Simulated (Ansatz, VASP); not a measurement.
## Two plane-wave programs on TlBr

```
Tl Br
1.0
     3.98000    0.00000    0.00000
     0.00000    3.98000    0.00000
     0.00000    0.00000    3.98000
Tl Br
1 1
Direct
  0.00000 0.00000 0.00000
  0.50000 0.50000 0.50000
```

Alike in both runs: functional PBE; dispersion D3(BJ); k mesh 8 × 8 × 8; no spin polarisation.

Ansatz relaxed the structure, and its values are those at the end. VASP's run is a single point on that final structure, the one shown.

|  | VASP | Ansatz |
| --- | --- | --- |
| version | VASP 6.6.1 | Ansatz 0.2.0 |
| potentials or method | VASP PAW PBE potentials, release 64 (Tl_d, Br), cutoff 500 eV | scalar-relativistic, plane waves, PAW |
| occupations | gaussian, width 0.01 eV | fixed |
| valence electrons in the cell | 20 | 20 |

```csv
,VASP,Ansatz,Ansatz less VASP
gap on the k mesh at the Fermi level (eV),1.86,1.86,-0.006
least direct gap on the mesh (eV),1.86,1.86,-0.006
pressure (GPa),0.0,0.0,+0.03
```

Ansatz's warnings: relaxed geometry near dispersion switch.

Neither program's run includes spin-orbit coupling.
